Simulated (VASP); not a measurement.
C, 2 atoms in the cell. Symmetry: P6/mmm, No. 191, hexagonal system. Conventional cell: a = 2.443 Å, b = 2.443 Å, c = 3.299 Å, α = 90.00°, β = 90.00°, γ = 120.00°. C (site symmetry -6m2) has 3 C at 1.41 Å within 1.9 Å. 

| Quantity | Value |
| --- | --- |
| Program | VASP 6.6.1 |
| Task | single point |
| Functional | r2SCAN |
| Potentials or basis | VASP PAW PBE potentials, release 64 (C) |
| Cutoff | 520 eV |
| k mesh | 15 × 15 × 4 |
| Occupations | methfessel-paxton, width 0.15 eV |
| Spin | no spin polarisation |
| Dipole correction | no |
| Further INCAR settings | ALGO = Normal; EDIFF = 1e-07; NBANDS = 11 |

Potentials or basis: VASP PAW PBE potentials, release 64 (C).

Command:

```sh
$ cat potpaw_PBE.64/C/POTCAR > POTCAR
$ cp INCAR.step1 INCAR
$ mpirun -np 1 vasp_std > vasp.out
$ cp INCAR.step2 INCAR
$ mpirun -np 1 vasp_std > vasp.out
```

Hardware: 1 thread of Intel(R) Xeon(R) 6975P-C (Granite Rapids), with other jobs on the host.

Problem. Estimate the wall time of this run.

Solution. It took 28 s on 1 thread of Intel(R) Xeon(R) 6975P-C (Granite Rapids) (shared host), peak memory 0.12 GiB. Counts: k points 81.
